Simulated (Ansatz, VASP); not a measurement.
Mg: VASP beside Ansatz

File POSCAR:

```
Mg
1.0
    3.2722434310      0.0000000000      0.0000000000
   -1.6361217155      2.8338459386      0.0000000000
    0.0000000000      0.0000000000      5.3124886887
Mg
2
Direct
    0.6666666667      0.3333333333      0.7500000000
    0.3333333333      0.6666666667      0.2500000000
```

Contents of INCAR.step1:

```
SYSTEM = Mg
PREC = Accurate
ENCUT = 520
EDIFF = 1E-5
ISMEAR = -1
SIGMA = 0.05
LREAL = .False.
LASPH = .True.
NELM = 60
ALGO = Normal
ISIF = 2
LWAVE = .True.
LCHARG = .False.
NBANDS = 9
GGA = PE
```

INCAR.step2

```
SYSTEM = Mg
PREC = Accurate
ENCUT = 520
EDIFF = 1E-6
ISMEAR = -1
SIGMA = 0.05
LREAL = .False.
LASPH = .True.
NELM = 60
ALGO = Normal
ISIF = 2
LWAVE = .False.
LCHARG = .False.
GGA = PS
LHFCALC = .True.
AEXX = 0.25
HFSCREEN = 0.207
PRECFOCK = Normal
NBANDS = 9
ISTART = 1
```

File KPOINTS:

```
Automatic mesh
0
Gamma
  5 5 3
  0 0 0
```

The input input.yaml:

```yaml
crystal:
  lattice:
    - [3.272243431, 0.0, 0.0]
    - [-1.6361217155, 2.8338459386, 0.0]
    - [0.0, 0.0, 5.3124886887]
  atoms:
    - { symbol: Mg, position: [0.6666666667, 0.3333333333, 0.75] }
    - { symbol: Mg, position: [0.3333333333, 0.6666666667, 0.25] }
hamiltonian:
  xc:
    exchange: hjs_pbesol
    correlation: pbesol
    exx: { coeff: 0.25, omega: 0.207 }
  pseudopotentials: { kind: paw }
kpoints:
  mp_grid: { grid: [5, 5, 3] }
scf:
  occupations: { method: fermi_dirac, width: 0.05 }
output:
  forces: true
  stress: true
  eigenvalues: true
```

Alike in both runs: task single point; functional PBEsol-based screened hybrid; k mesh 5 × 5 × 3; occupations fermi-dirac, width 0.05 eV; no spin polarisation.

|  | VASP | Ansatz |
| --- | --- | --- |
| version | VASP 6.6.1 | Ansatz 0.2.0 |
| potentials or method | VASP PAW PBE potentials, release 64 (Mg) | Ansatz PAW |
| plane-wave cutoff (eV) | 520 | 420 |
| valence electrons in the cell | 4 | 20 |

|  | VASP | Ansatz | Ansatz less VASP |
| --- | --- | --- | --- |
| gap on the k mesh at the Fermi level (eV) | none | none | - |
| pressure (GPa) | -2.9 | -2.8 | +0.14 |
| traceless stress, the component that is largest in VASP (GPa) | 0.40 | 0.41 | +0.009 |

VASP's potentials were made for PBE, not for PBEsol-based screened hybrid. A gap of «none» marks a metal or a gap that the smearing closes. With one functional, cell and mesh, what is left measures potentials, basis and numerics. VASP's potentials hold 4 valence electrons a cell and Ansatz's 20, so a difference there can come from the potentials and not from the codes.

The k mesh is coarse, so the values compare programs but aren't converged.
